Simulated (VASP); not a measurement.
Set up this calculation in VASP 6.6.1, as the native input.

```
Task                   : single point
Functional             : PBEsol
Potentials or basis    : VASP PAW PBE potentials, release 64 (Cd, Se)
Cutoff                 : 520 eV
k mesh                 : 10 × 10 × 10
Occupations            : gaussian, width 0.05 eV
Spin                   : no spin polarisation
Dipole correction      : no
Further INCAR settings : ALGO = Normal; EDIFF = 1e-07; NBANDS = 16
```

The structure of CdSe lies in POSCAR:

```
CdSe
1.0
    0.0000000000      2.9474879974      2.9474879974
    2.9474879974      0.0000000000      2.9474879974
    2.7957906151      2.7957906151      0.1516973823
Cd Se
1 1
Direct
    0.0000000000      0.0000000000      0.0000000000
    0.7500000000      0.7500000000      0.7500000000
```

These files were run (other wordings do the same):

INCAR

```
SYSTEM = CdSe
ALGO     = Normal         ! electronic algorithm
EDIFF    = 1E-7           ! SCF threshold, eV
ENCUT    = 520            ! plane-wave cutoff, eV
GGA      = PS             ! functional
ISIF     = 2              ! what is computed and relaxed
ISMEAR   = 0              ! smearing method
LASPH    = .True.         ! aspherical terms in the spheres
LCHARG   = .True.         ! write CHGCAR
LELF     = .True.         ! ELF
LREAL    = .False.        ! projectors in reciprocal space
LVHAR    = .True.       
LWAVE    = .False.        ! write WAVECAR
NBANDS   = 16             ! bands
NELM     = 80             ! most SCF steps
PREC     = Accurate       ! precision mode
SIGMA    = 0.05           ! smearing width, eV
```

KPOINTS

```
k-points
0
Gamma
  10 10 10
  0 0 0
```

Potentials or basis: VASP PAW PBE potentials, release 64 (Cd, Se).

The run is started by

```console
$ cat potpaw_PBE.64/Cd/POTCAR potpaw_PBE.64/Se/POTCAR > POTCAR
$ mpirun -np 1 vasp_std > vasp.out
```

Results of the run:

```json
{"Pressure": "15.4 GPa", "Largest force": "1.634 eV/Å", "Band gap on the k mesh": "0.65 eV, direct"}
```

Caveat: the PAW data sets were made with another functional, which shifts forces and pressure a little.

Wall time 30 s on 1 thread of Intel(R) Xeon(R) 6975P-C (Granite Rapids), with other jobs on the host, peak memory 0.24 GiB.
